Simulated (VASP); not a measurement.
# LiF (Griceite) (Fm-3m) in VASP: notebook

LiF (Griceite) is run at these levels: PBEsol+D3(BJ), RPBE; tasks: single point.

Everything below comes from runs of VASP 6.6.1. Logs are shortened: lines on timing, memory, paths and dates and some standing lists are left out, and cuts for length are marked.

### Step 1. The cell of the first run

Symmetry: Fm-3m, No. 225, cubic system. Conventional cell: a = 3.954 Å, b = 3.954 Å, c = 3.954 Å, α = 90.00°, β = 90.00°, γ = 90.00°. Within 2.6 Å of F (site symmetry m-3m) lie 6 Li at 1.98 Å. Within 2.6 Å of Li (site symmetry m-3m) lie 6 F at 1.98 Å.

### Step 2. Single point, PBEsol+D3(BJ)

Input file INCAR:

```
PREC     = Accurate       # precision mode
ENCUT    = 520            # plane-wave cutoff, eV
EDIFF    = 1E-7           # SCF threshold, eV
ISMEAR   = 0              # smearing method
SIGMA    = 0.01           # smearing width, eV
LREAL    = F              # projectors in reciprocal space
LASPH    = T              # aspherical terms in the spheres
NELM     = 100            # most SCF steps
ALGO     = Normal         # electronic algorithm
ISIF     = 2              # what is computed and relaxed
LWAVE    = F              # write WAVECAR
LCHARG   = T              # write CHGCAR
GGA      = PS             # functional
IVDW     = 12             # dispersion correction
LELF     = T              # ELF
LVHAR    = T            
NBANDS   = 12             # bands
```

Input file KPOINTS:

```
regular mesh
0
Gamma
  11 11 11
```

Input file POSCAR:

```
LiF
1.0
    0.0000000000      1.9768008386      1.9768008386
    1.9768008386      0.0000000000      1.9768008386
    1.9768008386      1.9768008386      0.0000000000
F Li
1 1
Direct
    0.5000000000      0.5000000000      0.5000000000
    0.0000000000      0.0000000000      0.0000000000
```

Potentials or basis: VASP PAW PBE potentials, release 64 (F, Li_sv).

Run with:

```sh
$ cat potpaw_PBE.64/F/POTCAR potpaw_PBE.64/Li_sv/POTCAR > POTCAR
$ mpirun -np 1 vasp_std > vasp.out
```

OUTCAR:

```text
PREC = Accurate
   ENCUT = 520
   EDIFF = 1E-7
   ISMEAR = 0
   LREAL = F
   LASPH = T
   NELM = 100
   ISIF = 2
   GGA = PS
   IVDW = 12
 IVDW          = 12

 ion  position               nearest neighbor table
   1  0.500  0.500  0.500-   2 1.98   2 1.98   2 1.98   2 1.98   2 1.98   2 1.98
   2  0.000  0.000  0.000-   1 1.98   1 1.98   1 1.98   1 1.98   1 1.98   1 1.98

  LATTYP: Found a face centered cubic cell.
 ALAT       =     3.9536016772

  Lattice vectors:

 A1 = (   0.0000000000,   1.9768008386,   1.9768008386)
 A2 = (   1.9768008386,   0.0000000000,   1.9768008386)
 A3 = (   1.9768008386,   1.9768008386,   0.0000000000)

Analysis of symmetry for initial positions (statically):
=====================================================================
 Subroutine PRICEL returns:
 Original cell was already a primitive cell.

 Routine SETGRP: Setting up the symmetry group for a
 face centered cubic supercell.

 Subroutine GETGRP returns: Found 48 space group operations
 (whereof 48 operations were pure point group operations)
 out of a pool of 48 trial point group operations.

The static configuration has the point symmetry O_h .

Analysis of symmetry for dynamics (positions and initial velocities):
=====================================================================
 Subroutine PRICEL returns:
 Original cell was already a primitive cell.

 Routine SETGRP: Setting up the symmetry group for a
 face centered cubic supercell.

 Subroutine GETGRP returns: Found 48 space group operations
 (whereof 48 operations were pure point group operations)
 out of a pool of 48 trial point group operations.

The dynamic configuration has the point symmetry O_h .

 Subroutine INISYM returns: Found 48 space group operations
 (whereof 48 operations are pure point group operations),
 and found     1 'primitive' translations

----------------------------------------------------------------------------------------

                                     Primitive cell

  volume of cell :      15.4497

  direct lattice vectors                    reciprocal lattice vectors
     0.000000000  1.976800839  1.976800839    -0.252933928  0.252933928  0.252933928
     1.976800839  0.000000000  1.976800839     0.252933928 -0.252933928  0.252933928
     1.976800839  1.976800839  0.000000000     0.252933928  0.252933928 -0.252933928

  length of vectors
     2.795618556  2.795618556  2.795618556     0.438094413  0.438094413  0.438094413

  position of ions in fractional coordinates (direct lattice)
     0.500000000  0.500000000  0.500000000
     0.000000000  0.000000000  0.000000000

  ion indices of the primitive-cell ions
   primitive index   ion index
                 1           1
                 2           2

----------------------------------------------------------------------------------------

 KPOINTS: regular mesh

Automatic generation of k-mesh.
 Grid dimensions read from file:
 generate k-points for:   11   11   11

 Generating k-lattice:

  Cartesian coordinates                     Fractional coordinates (reciprocal lattice)
    -0.022993993  0.022993993  0.022993993     0.090909091  0.000000000  0.000000000
     0.022993993 -0.022993993  0.022993993     0.000000000  0.090909091  0.000000000
     0.022993993  0.022993993 -0.022993993     0.000000000  0.000000000  0.090909091

  Length of vectors
     0.039826765  0.039826765  0.039826765

  Shift w.r.t. Gamma in fractional coordinates (k-lattice)
     0.000000000  0.000000000  0.000000000

 Subroutine IBZKPT returns following result:
 ===========================================

 Found     56 irreducible k-points:

 Following reciprocal coordinates:
            Coordinates               Weight
  0.000000  0.000000  0.000000      1.000000
  0.090909  0.000000  0.000000      8.000000
  0.181818  0.000000  0.000000      8.000000
  0.272727  0.000000  0.000000      8.000000
  0.363636  0.000000  0.000000      8.000000
  0.454545  0.000000  0.000000      8.000000
[... 16 lines left out ...]
 -0.272727  0.181818  0.000000     24.000000
 -0.181818  0.181818  0.000000     12.000000
 [... further k-points ...]
   k-points           NKPTS =     56   k-points in BZ     NKDIM =     56   number of bands    NBANDS=     12
   number of dos      NEDOS =    301   number of ions     NIONS =      2
   total plane-waves  NPLWV =  13824
   dimension x,y,z NGX =    24 NGY =   24 NGZ =   24
   dimension x,y,z NGXF=    48 NGYF=   48 NGZF=   48
   ions per type =               1   1
   NGX,Y,Z   is equivalent  to a cutoff of  14.27, 14.27, 14.27 a.u.
   NGXF,Y,Z  is equivalent  to a cutoff of  28.54, 28.54, 28.54 a.u.
 SYSTEM =  unknown system
   PREC   = accura    normal or accurate (medium, high low for compatibility)
   ISTART =      0    job   : 0-new  1-cont  2-samecut
   ICHARG =      2    charge: 1-file 2-atom 10-const
   ISPIN  =      1    spin polarized calculation?
   LNONCOLLINEAR =      F non collinear calculations
   LSORBIT =      F    spin-orbit coupling
   LASPH  =      T    aspherical Exc in radial PAW
   ENCUT  =  520.0 eV  38.22 Ry    6.18 a.u.   5.20  5.20  5.20*2*pi/ulx,y,z
   NELM   =    100;   NELMIN=  2; NELMDL= -5     # of ELM steps
   EDIFF  = 0.1E-06   stopping-criterion for ELM
   LREAL  =      F    real-space projection
   EDIFFG = 0.1E-05   stopping-criterion for IOM
   NSW    =      0    number of steps for IOM
   IBRION =     -1    ionic relax: 0-MD 1-quasi-New 2-CG
   NFREE  =      0    steps in history (QN), initial steepest desc. (CG)
   ISIF   =      2    stress and relaxation
   ISYM   =      2    0-nonsym 1-usesym 2-fastsym
   POTIM  = 0.5000    time-step for ionic-motion
   TEBEG  =    0.0;   TEEND  =   0.0 temperature during run
   PSTRESS=    0.0 pullay stress
   NELECT =      10.0000    total number of electrons
   NUPDOWN=      -1.0000    fix difference up-down
   EMIN   =  10.00;   EMAX   =-10.00  energy-range for DOS
   EFERMI =   0.00;   METHOD = LEGACY
   ISMEAR =     0;   SIGMA  =   0.01  broadening in eV -4-tet -1-fermi 0-gaus
   EFERMI_NEDOS =   21; number of points for ismear=-14 and -15
   IALGO  =     38    algorithm
   IMIX   =      4    mixing-type and parameters
     AMIX     =   0.40;   BMIX     =  1.00
     AMIX_MAG =   1.60;   BMIX_MAG =  1.00
  volume/ion in A,a.u.               =       7.72        52.13
  Fermi-wavevector in a.u.,A,eV,Ry     =   1.416126  2.676090 27.285301  2.005413
  Thomas-Fermi vector in A             =   2.537493
   LORBIT       =      0    0 simple, 1 ext, 2 COOP (PROOUT), +10 PAW based schemes
   GGA     = PS    functional components
   LHFCALC =     F    Hartree Fock is set to
   AEXX    =    0.0000 exact exchange contribution
   IVDW    =    12    specifies the selected vdW correction
   LEPSILON=     F    determine dielectric tensor
   LRPA    =     F    only Hartree local field effects (RPA)
 non-spin polarized calculation
 Gauss-broadening in eV      SIGMA  =   0.01
  energy-cutoff  :      520.00
  volume of cell :       15.45
 maximum number of plane-waves:       428
 NGX is ok and might be reduce to    24
   NGX = 11   NGY = 11   NGZ = 11

 number of electron      10.0000002 magnetization

 Free energy of the ion-electron system (eV)
  ---------------------------------------------------
  ext. energy  EPLUGINS =         0.00000000
  ---------------------------------------------------
  free energy    TOTEN  =        -9.84461662 eV

  energy without entropy =       -9.84461662  energy(sigma->0) =       -9.84461662

 E-fermi :  -0.6741     XC(G=0): -10.4858

 val. band max:       -0.7587793180   @ k =   0.0000   0.0000   0.0000
 cond. band min:       8.6693543625   @ k =   0.0000   0.0000   0.0000
 fundamental gap:      9.4281336805
 Fermi energy:        -0.6741395319

 k-point     1 :       0.0000    0.0000    0.0000
  band No.  band energies     occupation
      1     -40.8556      2.00000
      2     -20.7818      2.00000
      3      -0.7588      2.00000
      4      -0.7588      2.00000
      5      -0.7588      2.00000
      6       8.6694      0.00000
      7      23.7866      0.00000
      8      23.7866      0.00000
      9      23.7867      0.00000
     10      23.8991      0.00000
     11      23.8991      0.00000
     12      23.8991      0.00000

 k-point     2 :       0.0909    0.0000    0.0000
  band No.  band energies     occupation
      1     -40.8492      2.00000
      2     -20.7465      2.00000
      3      -1.0183      2.00000
      4      -0.7800      2.00000
      5      -0.7800      2.00000
      6       8.9129      0.00000
      7      21.1118      0.00000
      8      22.5437      0.00000
      9      22.5437      0.00000
     10      24.9320      0.00000
     11      24.9320      0.00000
     12      25.0733      0.00000

 k-point     3 :       0.1818    0.0000    0.0000
  band No.  band energies     occupation
      1     -40.8318      2.00000
      2     -20.6486      2.00000
      3      -1.6638      2.00000
      4      -0.8358      2.00000
      5      -0.8358      2.00000
      6       9.4710      0.00000
      7      18.7067      0.00000
      8      21.1192      0.00000
      9      21.1193      0.00000
     10      25.9612      0.00000
     11      26.1444      0.00000
     12      26.1444      0.00000
[... 286 lines left out ...]
 k-point    23 :      -0.2727    0.1818    0.0000
  band No.  band energies     occupation
      1     -40.7834      2.00000
      2     -20.3287      2.00000
      3      -2.7971      2.00000
      4      -1.8472      2.00000
      5      -0.9556      2.00000
      6      11.1022      0.00000
      7      15.6754      0.00000
      8      19.1583      0.00000
      9      19.3125      0.00000
     10      28.0370      0.00000
     11      28.2380      0.00000
     12      29.9073      0.00000

 k-point    24 :      -0.1818    0.1818    0.0000
  band No.  band energies     occupation
      1     -40.8021      2.00000
      2     -20.4591      2.00000
      3      -2.3327      2.00000
      4      -1.5526      2.00000
      5      -0.8420      2.00000
      6      10.5331      0.00000
      7      16.5382      0.00000
      8      19.7096      0.00000
      9      19.8569      0.00000
     10      26.4248      0.00000
     11      26.9664      0.00000
     12      30.0586      0.00000

 [... further k-points ...]

------------------------ aborting loop because EDIFF is reached ----------------------------------------

 Edisp (eV)   -0.30576

 E8    (eV) :    -0.1809

  FORCE on cell =-STRESS in cart. coord.  units (eV):
  Direction    XX          YY          ZZ          XY          YZ          ZX
  --------------------------------------------------------------------------------------
  -------------------------------------------------------------------------------------
  Total      -0.02165    -0.02165    -0.02165     0.00000     0.00000    -0.00000
  in kB      -2.24532    -2.24532    -2.24532     0.00000     0.00000    -0.00000
  external pressure =       -2.25 kB  Pullay stress =        0.00 kB

 VOLUME and BASIS-vectors are now :
 -----------------------------------------------------------------------------
  energy-cutoff  :      520.00
  volume of cell :       15.45
      direct lattice vectors                 reciprocal lattice vectors
     0.000000000  1.976800839  1.976800839    -0.252933928  0.252933928  0.252933928
     1.976800839  0.000000000  1.976800839     0.252933928 -0.252933928  0.252933928
     1.976800839  1.976800839  0.000000000     0.252933928  0.252933928 -0.252933928

 POSITION                                       TOTAL-FORCE (eV/Angst)
 -----------------------------------------------------------------------------------
      1.97680      1.97680      1.97680         0.000000      0.000000      0.000000
      0.00000      0.00000      0.00000         0.000000      0.000000     -0.000000
 -----------------------------------------------------------------------------------
    total drift:                               -0.000000     -0.000000      0.000000

  FREE ENERGIE OF THE ION-ELECTRON SYSTEM (eV)
  ---------------------------------------------------
  free  energy   TOTEN  =       -10.1503802006 eV

  energy  without entropy=      -10.1503802006  energy(sigma->0) =      -10.15038020
```

Run time: 9.4 s. Hardware: 1 thread of AMD EPYC 9R14 (Zen 4), shared host; peak memory 0.11 GiB.

What came out:

- Free energy: -10.1504 eV
- Band gap on the k mesh: 9.43 eV, direct
- Dispersion energy per atom: -0.153 eV

Levels at points of the mesh, in eV from the valence-band top:
```
           k point  band 2  band 3  band 4  band 5  band 6  band 7  band 8  band 9
(0.00, 0.00, 0.00)  -20.02    0.00    0.00    0.00    9.43   24.55   24.55   24.55
```

Caveat: the cutoff is under 1.25 times the usual one of these potentials, so pressure, stress and relaxed cells hold a basis-set (Pulay) error; the PAW data sets were made with another functional, which shifts forces and pressure a little.

### Step 3. Single point, RPBE

This run uses another cell than the first one, of 8.17 Å³/atom, 1.058 times its volume.

Input file INCAR:

```
SYSTEM = LiF
PREC = Accurate ; ENCUT = 520
EDIFF = 1E-6 ; ISMEAR = 0
SIGMA = 0.1 ; LREAL = .FALSE.
LASPH = .TRUE. ; NELM = 80
ALGO = Normal ; ISIF = 2
LWAVE = .FALSE. ; LCHARG = .TRUE.
GGA = RP ; LELF = .TRUE.
LVHAR = .TRUE. ; NBANDS = 12
```

Input file KPOINTS:

```
Automatic mesh
0
G
  11 11 11
  0 0 0
```

Input file POSCAR:

```
LiF
1.0
    0.0000000000      2.0140000000      2.0140000000
    2.0140000000      0.0000000000      2.0140000000
    2.0140000000      2.0140000000      0.0000000000
F Li
1 1
Direct
    0.5000000000      0.5000000000      0.5000000000
    0.0000000000      0.0000000000      0.0000000000
```

Potentials or basis: VASP PAW PBE potentials, release 64 (F, Li_sv).

Run with:

```sh
$ cat potpaw_PBE.64/F/POTCAR potpaw_PBE.64/Li_sv/POTCAR > POTCAR
$ mpirun -np 1 vasp_std > vasp.out
```

It took 9.2 s on 1 thread of AMD EPYC 9R14 (Zen 4), shared host; peak memory 0.1 GiB.

The run converged. Its results:

```
Free energy            : -9.2033 eV
Band gap on the k mesh : 9.35 eV, direct
```

Levels at points of the mesh, in eV from the valence-band top:
| k point | band 1 | band 2 | band 3 | band 4 | band 5 | band 6 | band 7 | band 8 | band 9 | band 10 |
| --- | --- | --- | --- | --- | --- | --- | --- | --- | --- | --- |
| (0.00, 0.00, 0.00) | -41.23 | -20.08 | 0.00 | 0.00 | 0.00 | 9.35 | 24.48 | 24.48 | 24.48 | 24.55 |

Caveat: the cutoff is under 1.25 times the usual one of these potentials, so pressure, stress and relaxed cells hold a basis-set (Pulay) error; the PAW data sets were made with another functional, which shifts forces and pressure a little. A hybrid or GW would open this gap; RPBE tends to underestimate it.
